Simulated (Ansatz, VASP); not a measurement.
## One calculation of ZrTi3C4, two programs

```
Zr Ti C
1.0
     3.14948    0.00000    0.00000
     0.00000    3.14948    0.00000
     0.00000    0.00000    8.85671
Zr Ti C
1 3 4
Direct
  0.00000 0.00000 0.00000
  0.50000 0.50000 0.25929
  0.00000 0.00000 0.50000
  0.50000 0.50000 0.74071
  0.00000 0.00000 0.26021
  0.50000 0.50000 0.50000
  0.00000 0.00000 0.73979
  0.50000 0.50000 0.00000
```

Alike in both runs: functional PBE; k mesh 12 × 12 × 4; occupations gaussian, width 0.1 eV; no spin polarisation.

Ansatz relaxed the structure, and its values are those at the end. VASP's run is a single point on that final structure, the one shown.

```csv
,VASP,Ansatz
version,VASP 6.6.1,Ansatz 0.2.0
potentials or method,"VASP PAW PBE potentials, release 64 (Zr_sv, Ti_sv, C), cutoff 520 eV","scalar-relativistic, plane waves, PAW"
valence electrons in the cell,64,64
```

Ansatz gave:

| Item | Value |
| --- | --- |
| gap on the k mesh at the Fermi level (eV) | none |
| pressure (GPa) | 0.0 |

Which values does VASP return?

gap on the k mesh at the Fermi level (eV): none; pressure (GPa): 0.2.

A gap of «none» marks a metal or a gap that the smearing closes.
